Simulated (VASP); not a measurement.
# Y (Im-3m) in VASP: a series of runs, part 2 of 2

VASP 6.6.1. The steps go on from the part before.

### Step 3. Single point, PBE, collinear spin (33.01 Å³/atom)

This run uses another cell than the first one, of 33.01 Å³/atom.

INCAR reads:

```
SYSTEM = Y
PREC = Accurate
ENCUT = 520
EDIFF = 1E-6
ISMEAR = -1
SIGMA = 0.05
LREAL = .FALSE.
LASPH = .TRUE.
NELM = 150
ALGO = Normal
ISIF = 2
LWAVE = .FALSE.
LCHARG = .FALSE.
ISPIN = 2
MAGMOM = 1
LORBIT = 11
LMAXMIX = 4
GGA = PE
NBANDS = 16
```

KPOINTS reads:

```
regular mesh
0
G
  12 12 12
  0 0 0
```

POSCAR reads:

```
Y
1.0
   -2.0208580385      2.0208580385      2.0208580385
    2.0208580385     -2.0208580385      2.0208580385
    2.0208580385      2.0208580385     -2.0208580385
Y
1
Direct
    0.0000000000      0.0000000000      0.0000000000
```

Potentials or basis: VASP PAW PBE potentials, release 64 (Y_sv).

The run is started by

```
$ cat potpaw_PBE.64/Y_sv/POTCAR > POTCAR
$ mpirun -np 1 vasp_std > vasp.out
```

OUTCAR:

```text
SYSTEM = Y
   PREC = Accurate
   ENCUT = 520
   EDIFF = 1E-6
   ISMEAR = -1
   LREAL = .FALSE.
   LASPH = .TRUE.
   NELM = 150
   ISIF = 2
   ISPIN = 2
   LORBIT = 11
   GGA = PE

 ion  position               nearest neighbor table
   1  0.000  0.000  0.000-

  LATTYP: Found a body centered cubic cell.
 ALAT       =     4.0417160770

  Lattice vectors:

 A1 = (  -2.0208580385,   2.0208580385,   2.0208580385)
 A2 = (   2.0208580385,  -2.0208580385,   2.0208580385)
 A3 = (   2.0208580385,   2.0208580385,  -2.0208580385)

Analysis of symmetry for initial positions (statically):
[... 1117 lines left out ...]
  -------------------------------------------------------------------------------------
  Total       -0.0247367     -0.0247367     -0.0247367      0.0000000     -0.0000000     -0.0000000
  in kB       -1.2005610     -1.2005610     -1.2005610      0.0000000     -0.0000000     -0.0000000
  external PRESSURE =      -1.2005610 kB  Pullay stress =       0.0000000 kB

 VOLUME and BASIS-vectors are now :
 -----------------------------------------------------------------------------
  energy-cutoff  :      520.00
  volume of cell :       33.01
      direct lattice vectors                 reciprocal lattice vectors
    -2.020858039  2.020858039  2.020858039     0.000000000  0.247419656  0.247419656
     2.020858039 -2.020858039  2.020858039     0.247419656  0.000000000  0.247419656
     2.020858039  2.020858039 -2.020858039     0.247419656  0.247419656  0.000000000

 POSITION                                       TOTAL-FORCE (eV/Angst)
 -----------------------------------------------------------------------------------
      0.00000      0.00000      0.00000        -0.000000      0.000000     -0.000000
 -----------------------------------------------------------------------------------
    total drift:                               -0.000000     -0.000000     -0.000000

  FREE ENERGIE OF THE ION-ELECTRON SYSTEM (eV)
  ---------------------------------------------------
  free  energy   TOTEN  =        -6.3198892666 eV

  energy  without entropy=       -6.2996155372  energy(sigma->0) =       -6.30975240

 total charge

# of ion       s       p       d       f       tot
--------------------------------------------------
    1        2.273   6.228   0.905   0.007   9.413

 magnetization (x)

# of ion       s       p       d       f       tot
--------------------------------------------------
    1       -0.000   0.000   0.000   0.000   0.000
```

stdout:

```text
POSCAR found type information on POSCAR Y
 POSCAR found :  1 types and       1 ions
 scaLAPACK will be used
 LDA part: xc-table for (Slater+PW92), standard interpolation
 POSCAR, INCAR and KPOINTS ok, starting setup
 FFT: planning ... GRIDC
 FFT: planning ... GRID_SOFT
 FFT: planning ... GRID
 WAVECAR not read
 entering main loop
```

Run time: 91 s. Hardware: 1 thread of Intel Xeon Platinum 8259CL at 2.50GHz (Skylake/Cascade Lake), shared host; peak memory 0.22 GiB.

Results:

* Free energy: -6.3199 eV
* Pressure: -0.1 GPa
* Net moment: 0.00 μB per cell
* Valence electrons inside the program's atomic spheres: Y 9.41

Levels at points of the mesh, in eV from the Fermi level:
Spin up:
| k point | band 2 | band 3 | band 4 | band 5 | band 6 | band 7 | band 8 | band 9 |
| --- | --- | --- | --- | --- | --- | --- | --- | --- |
| (0.00, 0.00, 0.00) | -22.58 | -22.58 | -22.58 | -4.81 | 1.65 | 1.65 | 1.65 | 3.55 |
| (0.50, 0.00, 0.00) | -23.12 | -22.75 | -22.58 | -1.99 | 0.17 | 0.72 | 3.48 | 4.12 |
| (0.50, 0.50, 0.50) | -22.96 | -22.96 | -22.96 | -1.45 | -1.45 | 5.23 | 5.23 | 5.23 |
Spin down:
| k point | band 2 | band 3 | band 4 | band 5 | band 6 | band 7 | band 8 | band 9 |
| --- | --- | --- | --- | --- | --- | --- | --- | --- |
| (0.00, 0.00, 0.00) | -22.58 | -22.58 | -22.58 | -4.81 | 1.65 | 1.65 | 1.65 | 3.55 |
| (0.50, 0.00, 0.00) | -23.12 | -22.75 | -22.58 | -1.99 | 0.17 | 0.72 | 3.48 | 4.12 |
| (0.50, 0.50, 0.50) | -22.96 | -22.96 | -22.96 | -1.45 | -1.45 | 5.23 | 5.23 | 5.23 |

### Step 4. Single point, PBE, collinear spin (34.33 Å³/atom)

This run uses another cell than the first one, of 34.33 Å³/atom.

INCAR reads:

```
SYSTEM = Y
  PREC = Accurate
  ENCUT = 520
  EDIFF = 1E-6
  ISMEAR = -1
  SIGMA = 0.05
  LREAL = .False.
  LASPH = .True.
  NELM = 150
  ALGO = Normal
  ISIF = 2
  LWAVE = .False.
  LCHARG = .False.
  ISPIN = 2
  MAGMOM = 1
  LORBIT = 11
  LMAXMIX = 4
  GGA = PE
  NBANDS = 16
```

KPOINTS reads:

```
Automatic mesh
0
Gamma
  12 12 12
  0 0 0
```

POSCAR reads:

```
Y
1.0
   -2.0474513255      2.0474513255      2.0474513255
    2.0474513255     -2.0474513255      2.0474513255
    2.0474513255      2.0474513255     -2.0474513255
Y
1
Direct
    0.0000000000      0.0000000000      0.0000000000
```

The run is started by

```
$ cat potpaw_PBE.64/Y_sv/POTCAR > POTCAR
$ mpirun -np 1 vasp_std > vasp.out
```

It took 97 s on 1 thread of Intel Xeon Platinum 8259CL at 2.50GHz (Skylake/Cascade Lake), shared host; peak memory 0.23 GiB.

Results (log left out):

```yaml
Free_energy: -6.3129 eV
Pressure: -1.6 GPa
Net_moment: 0.00 μB per cell
Valence_electrons_inside_the_program's_atomic_spheres: Y 9.36
```

Levels at points of the mesh, in eV from the Fermi level:
Spin up:
| k point | band 2 | band 3 | band 4 | band 5 | band 6 | band 7 | band 8 | band 9 |
| --- | --- | --- | --- | --- | --- | --- | --- | --- |
| (0.00, 0.00, 0.00) | -22.70 | -22.70 | -22.70 | -4.74 | 1.61 | 1.61 | 1.61 | 3.43 |
| (0.50, 0.00, 0.00) | -23.18 | -22.86 | -22.71 | -1.93 | 0.20 | 0.62 | 3.35 | 3.96 |
| (0.50, 0.50, 0.50) | -23.04 | -23.04 | -23.04 | -1.36 | -1.36 | 5.02 | 5.02 | 5.02 |
Spin down:
```csv
k point,band 2,band 3,band 4,band 5,band 6,band 7,band 8,band 9
"(0.00, 0.00, 0.00)",-22.71,-22.71,-22.71,-4.74,1.61,1.61,1.61,3.43
"(0.50, 0.00, 0.00)",-23.18,-22.86,-22.71,-1.93,0.20,0.62,3.35,3.96
"(0.50, 0.50, 0.50)",-23.04,-23.04,-23.04,-1.36,-1.36,5.02,5.02,5.02
```

### Step 5. The runs side by side

```tsv
cell	gap on the mesh (eV)	pressure (GPa)	moment (μB)
a = 3.453 Å, angles 109.5°, 1 atom	none	1.6	0.00
a = 3.500 Å, angles 109.5°, 1 atom	none	-0.1	0.00
a = 3.546 Å, angles 109.5°, 1 atom	none	-1.6	0.00
```

Alike in all rows: task single point; level PBE; potentials or basis VASP PAW PBE potentials, release 64 (Y_sv); spin collinear; k mesh 12 × 12 × 12; cutoff (eV) 520; smearing fermi-dirac 0.05 eV.

Absolute energies hang on the potentials; compare differences alone.
